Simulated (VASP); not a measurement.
The system is MgO.

```xyz
4
Lattice="2.9231 0.0000 0.0000 -1.4615 2.5314 0.0000 0.0000 0.0000 5.0921" Properties=species:S:1:pos:R:3 pbc="T T T"
Mg    0.0000    0.0000    0.0000
Mg    0.0000    0.0000    2.5461
O     0.0000    1.6876    1.2730
O     1.4615    0.8438    3.8191
```

Base run:

* Program: VASP 6.6.1
* Functional: PBE
* Potentials or basis: VASP PAW PBE potentials, release 64 (Mg, O)
* Cutoff: 520 eV
* k mesh: 12 × 12 × 6
* Occupations: gaussian, width 0.01 eV
* Spin: no spin polarisation

Its results: band gap on the k mesh 4.45 eV, direct; pressure 5.0 GPa.

The run is repeated on the same cell with these changes: functional from PBE to r2SCAN. What comes out?

Band gap on the k mesh 5.31 eV, direct; pressure -1.1 GPa.

r2SCAN gives the wider gap, since meta-GGAs in the generalised Kohn-Sham scheme recover part of the derivative discontinuity.

Caveats: the PAW data sets were made with another functional, which shifts forces and pressure a little (some runs).

A k mesh can miss the band edges.
